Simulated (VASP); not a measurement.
A run of VASP 6.6.1 is set up as follows.

Contents of INCAR:

```
PREC = Accurate ; ENCUT = 520
EDIFF = 1E-6 ; ISMEAR = 0
SIGMA = 0.15 ; LREAL = False
LASPH = True ; NELM = 60
ALGO = Normal ; ISIF = 2
LWAVE = False ; LCHARG = False
NBANDS = 15
```

KPOINTS

```
regular mesh
0
Gamma
  18 18 18
```

File POSCAR:

```
TaN
1.0
    0.0000000000      2.0700500000      2.0700500000
    2.0700500000      0.0000000000      2.0700500000
    2.0700500000      2.0700500000      0.0000000000
Ta N
1 1
Direct
    0.5000000000      0.5000000000      0.5000000000
    0.0000000000      0.0000000000      0.0000000000
```

Potentials or basis: VASP PAW LDA potentials, release 64 (Ta_pv, N).

The run is started by

```bash
$ cat potpaw_LDA.64/Ta_pv/POTCAR potpaw_LDA.64/N/POTCAR > POTCAR
$ mpirun -np 1 vasp_std > vasp.out
```

Q: What does it give for the pressure?

A: 80.1 GPa.

Q: Estimate the band gap on the k mesh.

A: Zero (band 8 reaches 14.10 eV, above the bottom of band 9 at 8.90 eV).

Caveat: the cell differs from its parent crystal (strain -0.050 along x and y, -0.050 along z); spin-orbit coupling is left out, which moves the levels of the heavy elements.
